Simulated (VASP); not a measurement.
Ta4O: single point with r2SCAN

Ta4O:

```
Ta O
1.0
     3.24493    0.00000    0.00000
     0.00000    3.24493    0.00000
     0.00000    0.00000    7.32291
Ta O
4 1
Cartesian
  0.0000 0.0000 0.0000
  1.6225 1.6225 1.5890
  1.6225 1.6225 5.7339
  0.0000 0.0000 3.6615
  1.6225 1.6225 3.6615
```

```
Program                : VASP 6.6.1
Task                   : single point
Functional             : r2SCAN
Potentials or basis    : VASP PAW PBE potentials, release 64 (Ta_pv, O)
Cutoff                 : 520 eV
k mesh                 : 8 × 8 × 4
Occupations            : fermi-dirac, width 0.05 eV
Spin                   : no spin polarisation
Dipole correction      : no
Further INCAR settings : ALGO = Normal; EDIFF = 1e-06; NBANDS = 33
```

| Item | Value |
| --- | --- |
| Pressure | 0.9 GPa |
| Largest force | 0.047 eV/Å |
| Band gap on the k mesh | zero (band 25 reaches 7.00 eV, above the bottom of band 26 at 6.07 eV) |

Forces on the atoms (eV/Å):
```
Ta   0.000  0.000  0.000
Ta   0.000  0.000 -0.047
Ta   0.000  0.000  0.047
Ta   0.000  0.000  0.000
O    0.000  0.000  0.000
```

Stress tensor (GPa, compression positive):
```
0.87 0.00 0.00
0.00 0.87 0.00
0.00 0.00 0.99
```

Levels at points of the mesh, in eV from the Fermi level:
```tsv
k point	band 23	band 24	band 25	band 26	band 27	band 28
(0.00, 0.00, 0.00)	-0.50	-0.50	0.09	0.59	1.03	1.03
(0.50, 0.00, 0.00)	-1.03	-0.74	0.13	0.94	0.94	1.31
(0.50, 0.50, 0.00)	-1.68	-0.77	-0.77	1.88	2.73	2.79
(0.00, 0.00, 0.50)	-0.61	-0.52	0.48	0.75	0.75	0.97
(0.50, 0.00, 0.50)	-1.11	-0.78	-0.57	1.03	1.39	1.83
(0.50, 0.50, 0.50)	-1.82	-0.14	-0.14	1.88	1.99	1.99
```

It took 4.3 min on 1 thread of Intel Xeon 6975P-C, on a shared host, peak memory 0.24 GiB.

Caveat: the PAW data sets were made with another functional, which shifts forces and pressure a little; spin-orbit coupling is left out, which moves the levels of the heavy elements.
